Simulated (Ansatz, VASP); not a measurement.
One calculation of Ta2N, two programs

```
Ta N
1.0
     3.07826   -0.16161    0.00000
    -1.67909    2.74666    0.00000
     0.00000    0.00000    4.90835
Ta N
2 1
Direct
  0.66667 0.33333 0.74637
  0.33333 0.66667 0.25363
  0.00000 0.00000 0.00000
```

Change from the starting cell: engineering shear strain xy -0.1050, normal strain along z +0.0175.

Alike in both runs: task single point; functional PBEsol; k mesh 15 × 15 × 8; occupations gaussian, width 0.15 eV; no spin polarisation.

|  | VASP | Ansatz |
| --- | --- | --- |
| version | VASP 6.6.1 | Ansatz 0.2.0 |
| potentials or method | VASP PAW PBE potentials, release 64 (Ta_pv, N), cutoff 520 eV | scalar-relativistic, plane waves, PAW |
| valence electrons in the cell | 27 | 31 |

Ansatz gave:

- gap on the k mesh at the Fermi level (eV): none
- pressure (GPa): -2.3
- traceless stress, the component that is largest in VASP (GPa): 15.43
- rms of the force components (eV/Å): 0.155

**Question.** What did VASP give for the same quantities?

**Answer.** gap on the k mesh at the Fermi level (eV): none; pressure (GPa): -1.7; traceless stress, the component that is largest in VASP (GPa): 15.50; rms of the force components (eV/Å): 0.178.

VASP's potentials were made for PBE, not for PBEsol, and Ansatz warns of the same on its side. Atom by atom the forces differ by 0.025 eV/Å (rms over components). A gap of «none» marks a metal or a gap that the smearing closes. VASP's potentials hold 27 valence electrons a cell and Ansatz's 31, so a difference there can come from the potentials and not from the codes.

Neither program's run includes spin-orbit coupling.
